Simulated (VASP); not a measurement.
# CdS (Fm-3m) in VASP: notebook, part 2 of 2

VASP 6.6.1.

## 3. Single point, PBE

File INCAR:

```
  ALGO = Normal
  EDIFF = 1E-6
  ENCUT = 500
  GGA = PE
  GGA_COMPAT = F
  ISIF = 2
  ISMEAR = 0
  LASPH = T
  LCHARG = T
  LELF = T
  LREAL = F
  LVHAR = T
  LWAVE = F
  NBANDS = 16
  NELM = 120
  PREC = Accurate
  SIGMA = 0.01
```

File KPOINTS:

```
k-points
0
Gamma
  6 6 6
```

File POSCAR:

```
CdS
1.0
    0.0000000000      2.7267765442      2.7267765442
    2.7267765442      0.0000000000      2.7267765442
    2.7267765442      2.7267765442      0.0000000000
Cd S
1 1
Direct
    0.0000000000      0.0000000000      0.0000000000
    0.5000000000      0.5000000000      0.5000000000
```

Potentials or basis: VASP PAW PBE potentials, release 64 (Cd, S).

Run with:

```sh
$ cat potpaw_PBE.64/Cd/POTCAR potpaw_PBE.64/S/POTCAR > POTCAR
$ mpirun -np 1 vasp_std > vasp.out
```

OUTCAR:

```text
EDIFF = 1E-6
   ENCUT = 500
   GGA = PE
   ISIF = 2
   ISMEAR = 0
   LASPH = T
   LREAL = F
   NELM = 120
   PREC = Accurate

 ion  position               nearest neighbor table
   1  0.000  0.000  0.000-   2 2.73   2 2.73   2 2.73   2 2.73   2 2.73   2 2.73
   2  0.500  0.500  0.500-   1 2.73   1 2.73   1 2.73   1 2.73   1 2.73   1 2.73

  LATTYP: Found a face centered cubic cell.
 ALAT       =     5.4535530884

  Lattice vectors:

 A1 = (   0.0000000000,   2.7267765442,   2.7267765442)
 A2 = (   2.7267765442,   0.0000000000,   2.7267765442)
 A3 = (   2.7267765442,   2.7267765442,   0.0000000000)

Analysis of symmetry for initial positions (statically):
=====================================================================
 Subroutine PRICEL returns:
 Original cell was already a primitive cell.

 Routine SETGRP: Setting up the symmetry group for a
 face centered cubic supercell.

 Subroutine GETGRP returns: Found 48 space group operations
 (whereof 48 operations were pure point group operations)
 out of a pool of 48 trial point group operations.

The static configuration has the point symmetry O_h .

Analysis of symmetry for dynamics (positions and initial velocities):
=====================================================================
 Subroutine PRICEL returns:
 Original cell was already a primitive cell.

 Routine SETGRP: Setting up the symmetry group for a
 face centered cubic supercell.

 Subroutine GETGRP returns: Found 48 space group operations
 (whereof 48 operations were pure point group operations)
 out of a pool of 48 trial point group operations.

The dynamic configuration has the point symmetry O_h .

 Subroutine INISYM returns: Found 48 space group operations
 (whereof 48 operations are pure point group operations),
 and found     1 'primitive' translations

----------------------------------------------------------------------------------------

                                     Primitive cell

  volume of cell :      40.5489

  direct lattice vectors                    reciprocal lattice vectors
     0.000000000  2.726776544  2.726776544    -0.183366694  0.183366694  0.183366694
     2.726776544  0.000000000  2.726776544     0.183366694 -0.183366694  0.183366694
     2.726776544  2.726776544  0.000000000     0.183366694  0.183366694 -0.183366694

  length of vectors
     3.856244370  3.856244370  3.856244370     0.317600430  0.317600430  0.317600430

  position of ions in fractional coordinates (direct lattice)
     0.000000000  0.000000000  0.000000000
     0.500000000  0.500000000  0.500000000

  ion indices of the primitive-cell ions
   primitive index   ion index
                 1           1
                 2           2

----------------------------------------------------------------------------------------

 KPOINTS: k-points

Automatic generation of k-mesh.
 Grid dimensions read from file:
 generate k-points for:    6    6    6

 Generating k-lattice:

  Cartesian coordinates                     Fractional coordinates (reciprocal lattice)
    -0.030561116  0.030561116  0.030561116     0.166666667  0.000000000  0.000000000
     0.030561116 -0.030561116  0.030561116     0.000000000  0.166666667  0.000000000
     0.030561116  0.030561116 -0.030561116     0.000000000  0.000000000  0.166666667

  Length of vectors
     0.052933405  0.052933405  0.052933405

  Shift w.r.t. Gamma in fractional coordinates (k-lattice)
     0.000000000  0.000000000  0.000000000

 Subroutine IBZKPT returns following result:
 ===========================================

 Found     16 irreducible k-points:

 Following reciprocal coordinates:
            Coordinates               Weight
  0.000000  0.000000  0.000000      1.000000
  0.166667  0.000000  0.000000      8.000000
  0.333333  0.000000  0.000000      8.000000
  0.500000  0.000000  0.000000      4.000000
  0.166667  0.166667  0.000000      6.000000
  0.333333  0.166667  0.000000     24.000000
[... 8 lines left out ...]
 -0.333333  0.333333  0.166667     24.000000
 -0.333333  0.500000  0.166667     12.000000
   k-points           NKPTS =     16   k-points in BZ     NKDIM =     16   number of bands    NBANDS=     16
   number of dos      NEDOS =    301   number of ions     NIONS =      2
   total plane-waves  NPLWV =  21952
   dimension x,y,z NGX =    28 NGY =   28 NGZ =   28
   dimension x,y,z NGXF=    56 NGYF=   56 NGZF=   56
   ions per type =               1   1
   NGX,Y,Z   is equivalent  to a cutoff of  12.07, 12.07, 12.07 a.u.
   NGXF,Y,Z  is equivalent  to a cutoff of  24.14, 24.14, 24.14 a.u.
 SYSTEM =  unknown system
   PREC   = accura    normal or accurate (medium, high low for compatibility)
   ISTART =      0    job   : 0-new  1-cont  2-samecut
   ICHARG =      2    charge: 1-file 2-atom 10-const
   ISPIN  =      1    spin polarized calculation?
   LNONCOLLINEAR =      F non collinear calculations
   LSORBIT =      F    spin-orbit coupling
   LASPH  =      T    aspherical Exc in radial PAW
   ENCUT  =  500.0 eV  36.75 Ry    6.06 a.u.   7.03  7.03  7.03*2*pi/ulx,y,z
   NELM   =    120;   NELMIN=  2; NELMDL= -5     # of ELM steps
   EDIFF  = 0.1E-05   stopping-criterion for ELM
   LREAL  =      F    real-space projection
   EDIFFG = 0.1E-04   stopping-criterion for IOM
   NSW    =      0    number of steps for IOM
   IBRION =     -1    ionic relax: 0-MD 1-quasi-New 2-CG
   NFREE  =      0    steps in history (QN), initial steepest desc. (CG)
   ISIF   =      2    stress and relaxation
   ISYM   =      2    0-nonsym 1-usesym 2-fastsym
   POTIM  = 0.5000    time-step for ionic-motion
   TEBEG  =    0.0;   TEEND  =   0.0 temperature during run
   PSTRESS=    0.0 pullay stress
   NELECT =      18.0000    total number of electrons
   NUPDOWN=      -1.0000    fix difference up-down
   EMIN   =  10.00;   EMAX   =-10.00  energy-range for DOS
   EFERMI =   0.00;   METHOD = LEGACY
   ISMEAR =     0;   SIGMA  =   0.01  broadening in eV -4-tet -1-fermi 0-gaus
   EFERMI_NEDOS =   21; number of points for ismear=-14 and -15
   IALGO  =     38    algorithm
   IMIX   =      4    mixing-type and parameters
     AMIX     =   0.40;   BMIX     =  1.00
     AMIX_MAG =   1.60;   BMIX_MAG =  1.00
  volume/ion in A,a.u.               =      20.27       136.82
  Fermi-wavevector in a.u.,A,eV,Ry     =   1.248838  2.359962 21.219598  1.559596
  Thomas-Fermi vector in A             =   2.382906
   LORBIT       =      0    0 simple, 1 ext, 2 COOP (PROOUT), +10 PAW based schemes
   GGA     = PE    functional components
   LHFCALC =     F    Hartree Fock is set to
   AEXX    =    0.0000 exact exchange contribution
   IVDW    =     0    specifies the selected vdW correction
   LEPSILON=     F    determine dielectric tensor
   LRPA    =     F    only Hartree local field effects (RPA)
 non-spin polarized calculation
 Gauss-broadening in eV      SIGMA  =   0.01
  energy-cutoff  :      500.00
  volume of cell :       40.55
 maximum number of plane-waves:      1056
   NGX = 13   NGY = 13   NGZ = 13

 number of electron      18.0000000 magnetization

 Free energy of the ion-electron system (eV)
  ---------------------------------------------------
  ext. energy  EPLUGINS =         0.00000000
  ---------------------------------------------------
  free energy    TOTEN  =        -5.86236941 eV

  energy without entropy =       -5.86236941  energy(sigma->0) =       -5.86236941

 E-fermi :   3.0530     XC(G=0): -10.4457

 val. band max:        3.0047495428   @ k =   0.5000   0.0000   0.0000
 cond. band min:       3.2522621589   @ k =   0.5000   0.5000   0.0000
 fundamental gap:      0.2475126161
 Fermi energy:         3.0529732200

 k-point     1 :       0.0000    0.0000    0.0000
  band No.  band energies     occupation
      1      -9.8572      2.00000
      2      -4.6364      2.00000
      3      -4.6364      2.00000
      4      -4.6364      2.00000
      5      -4.6363      2.00000
      6      -4.6363      2.00000
[... 8 lines left out ...]
     15      14.5102      0.00000
     16      14.5102      0.00000
[... 267 lines left out ...]
 k-point    16 :      -0.3333    0.5000    0.1667
  band No.  band energies     occupation
      1      -8.8261      2.00000
      2      -4.7273      2.00000
      3      -4.7065      2.00000
      4      -4.5167      2.00000
      5      -4.3571      2.00000
      6      -3.8087      2.00000
[... 8 lines left out ...]
     15      16.8617      0.00000
     16      17.6708      0.00000

------------------------ aborting loop because EDIFF is reached ----------------------------------------

  FORCE on cell =-STRESS in cart. coord.  units (eV):
  Direction    XX          YY          ZZ          XY          YZ          ZX
  --------------------------------------------------------------------------------------
  -------------------------------------------------------------------------------------
  Total        0.5483043      0.5483043      0.5483043     -0.0000000      0.0000000      0.0000000
  in kB       21.6647451     21.6647451     21.6647451     -0.0000000      0.0000000      0.0000000
  external PRESSURE =      21.6647451 kB  Pullay stress =       0.0000000 kB

 VOLUME and BASIS-vectors are now :
 -----------------------------------------------------------------------------
  energy-cutoff  :      500.00
  volume of cell :       40.55
      direct lattice vectors                 reciprocal lattice vectors
     0.000000000  2.726776544  2.726776544    -0.183366694  0.183366694  0.183366694
     2.726776544  0.000000000  2.726776544     0.183366694 -0.183366694  0.183366694
     2.726776544  2.726776544  0.000000000     0.183366694  0.183366694 -0.183366694

 POSITION                                       TOTAL-FORCE (eV/Angst)
 -----------------------------------------------------------------------------------
      0.00000      0.00000      0.00000         0.000000     -0.000000      0.000000
      2.72678      2.72678      2.72678        -0.000000      0.000000     -0.000000
 -----------------------------------------------------------------------------------
    total drift:                                0.000000      0.000000      0.000000

  FREE ENERGIE OF THE ION-ELECTRON SYSTEM (eV)
  ---------------------------------------------------
  free  energy   TOTEN  =        -5.8623694129 eV

  energy  without entropy=       -5.8623694129  energy(sigma->0) =       -5.86236941
```

stdout:

```text
POSCAR found type information on POSCAR CdS
 POSCAR found :  2 types and       2 ions
 scaLAPACK will be used
 LDA part: xc-table for (Slater+PW92), standard interpolation
 POSCAR, INCAR and KPOINTS ok, starting setup
 FFT: planning ... GRIDC
 FFT: planning ... GRID_SOFT
 FFT: planning ... GRID
 WAVECAR not read
 entering main loop
```

It took 9 s on 1 thread of Intel Xeon Platinum 8559C (Emerald Rapids), shared host; peak memory 0.15 GiB.

Results:

```
Free energy            : -5.8624 eV
Pressure               : 2.2 GPa
Band gap on the k mesh : 0.25 eV, indirect (least direct gap 1.72 eV)
```

A k mesh can miss the band edges.
